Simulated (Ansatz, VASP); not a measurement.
## One calculation of Cu, two programs

File INCAR:

```
SYSTEM = Cu
ALGO = Fast
EDIFF = 1E-7
ENCUT = 520
GGA = PS
ISIF = 2
ISMEAR = 0
LASPH = .TRUE.
LCHARG = .FALSE.
LREAL = .FALSE.
LWAVE = .FALSE.
NBANDS = 18
NELM = 80
PREC = Accurate
SIGMA = 0.05
```

KPOINTS

```
k-points
0
G
  15 15 8
  0 0 0
```

POSCAR

```
Cu
1.0
    2.5340966698      0.0000000000      0.0000000000
   -1.2670483349      2.1945920917      0.0000000000
    0.0000000000      0.0000000000      4.1125710000
Cu
2
Direct
    0.3925260206      0.6666666700      0.2500000000
    0.6666666700      0.3333333300      0.7500000000
```

Input for Ansatz:

```yaml
crystal:
  lattice:
    - [2.5340966698, 0.0, 0.0]
    - [-1.2670483349, 2.1945920917, 0.0]
    - [0.0, 0.0, 4.112571]
  atoms:
    - { symbol: Cu, position: [0.3925260206, 0.66666667, 0.25] }
    - { symbol: Cu, position: [0.66666667, 0.33333333, 0.75] }
basis:
  ecutwfc: 500
  fft_grid_basis: typed
kpoints:
  mp_grid: { grid: [15, 15, 8] }
hamiltonian:
  xc: pbesol
  pseudopotentials: { kind: paw }
scf:
  occupations: { method: gaussian, width: 0.05 }
output:
  forces: true
  stress: true
  eigenvalues: true
  bader: true
  write_density: true
  volumetric_format: npy
```

Alike in both runs: task single point; functional PBEsol; k mesh 15 × 15 × 8; occupations gaussian, width 0.05 eV; no spin polarisation.

|  | VASP | Ansatz |
| --- | --- | --- |
| version | VASP 6.6.1 | Ansatz 0.2.0 |
| potentials or method | VASP PAW PBE potentials, release 64 (Cu), cutoff 520 eV | scalar-relativistic, plane waves, PAW |
| valence electrons in the cell | 22 | 38 |

|  | VASP | Ansatz | Ansatz less VASP |
| --- | --- | --- | --- |
| gap on the k mesh at the Fermi level (eV) | none | none | - |
| pressure (GPa) | -0.7 | -1.4 | -0.80 |
| traceless stress, the component that is largest in VASP (GPa) | 3.25 | 3.23 | -0.016 |
| rms of the force components (eV/Å) | 0.121 | 0.121 | 0.0000 |

VASP's potentials were made for PBE, not for PBEsol. Atom by atom the forces differ by 0.001 eV/Å (rms over components). A gap of «none» marks a metal or a gap that the smearing closes. VASP's potentials hold 22 valence electrons a cell and Ansatz's 38, so a difference there can come from the potentials and not from the codes.
